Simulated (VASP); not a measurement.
CO2 (fluorite type): single point with PBE

Crystal: CO2 (fluorite type).

```
C O
1.0
     0.00000    2.21873    2.21873
     2.21873    0.00000    2.21873
     2.21873    2.21873    0.00000
C O
1 2
Direct
  0.00000 0.00000 0.00000
  0.25000 0.25000 0.25000
  0.75000 0.75000 0.75000
```

```yaml
Program: VASP 6.6.1
Task: single point
Functional: PBE
Potentials_or_basis: VASP PAW PBE potentials, release 64 (C, O)
Cutoff: 520 eV
k_mesh: 42 × 42 × 42
Occupations: fermi-dirac, width 0.0612256 eV
Spin: no spin polarisation
Dipole_correction: no
Further_INCAR_settings: ALGO = Normal; EDIFF = 1e-06; NBANDS = 15
```

The pressure is 7.6 GPa. The band gap on the k mesh is zero (bands 8 and 9 overlap by 3.21 eV).

Levels at points of the mesh, in eV from the Fermi level:
| k point | band 4 | band 5 | band 6 | band 7 | band 8 | band 9 | band 10 | band 11 | band 12 | band 13 |
| --- | --- | --- | --- | --- | --- | --- | --- | --- | --- | --- |
| (0.00, 0.00, 0.00) | -4.45 | -4.45 | -4.07 | -2.88 | -2.88 | -2.88 | 2.63 | 2.63 | 2.63 | 14.86 |
| (0.50, 0.00, 0.00) | -5.40 | -5.40 | -4.59 | -3.18 | -3.18 | 1.76 | 4.50 | 4.50 | 5.33 | 14.61 |
| (0.50, 0.50, 0.00) | -7.93 | -7.93 | -1.07 | -0.11 | -0.11 | 0.60 | 2.75 | 5.55 | 5.55 | 12.96 |

Wall time 16 min on 1 thread of Intel Xeon 8259CL (shared host), peak memory 0.59 GiB.

Caveat: the cell stands under pressure.
